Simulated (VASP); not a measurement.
Wanted: the native input for a VASP 6.6.1 run.

```yaml
Task: single point
Functional: PBE
Potentials_or_basis: VASP PAW PBE potentials, release 64 (Se, Zn)
Cutoff: 520 eV
k_mesh: 8 × 8 × 8
Occupations: fermi-dirac, width 0.05 eV
Spin: no spin polarisation
Dipole_correction: no
Further_INCAR_settings: ALGO = Normal; EDIFF = 1e-06; NBANDS = 16
```

The structure of ZnSe (Stilleite) lies in POSCAR:

```
ZnSe
1.0
    0.0000000000      2.7759511149      2.7759511149
    2.7759511149      0.0000000000      2.7759511149
    2.7759511149      2.7759511149      0.0000000000
Se Zn
1 1
Direct
    0.7500000000      0.7500000000      0.7500000000
    0.0000000000      0.0000000000      0.0000000000
```

The input as run:

INCAR

```
PREC = Accurate
ENCUT = 520
EDIFF = 1E-6
ISMEAR = -1
SIGMA = 0.05
LREAL = False
LASPH = True
NELM = 100
ALGO = Normal
ISIF = 2
LWAVE = False
LCHARG = True
GGA = PE
LELF = True
LVHAR = True
NBANDS = 16
```

KPOINTS

```
Automatic mesh
0
Gamma
  8 8 8
```

Potentials or basis: VASP PAW PBE potentials, release 64 (Se, Zn).

Run with:

```bash
$ cat potpaw_PBE.64/Se/POTCAR potpaw_PBE.64/Zn/POTCAR > POTCAR
$ mpirun -np 1 vasp_std > vasp.out
```

Results of the run:

The pressure is 7.1 GPa. The band gap on the k mesh is 1.55 eV, direct.

It took 14 s on 1 thread of Intel(R) Xeon(R) Platinum 8488C (Sapphire Rapids), on a shared host, peak memory 0.17 GiB.
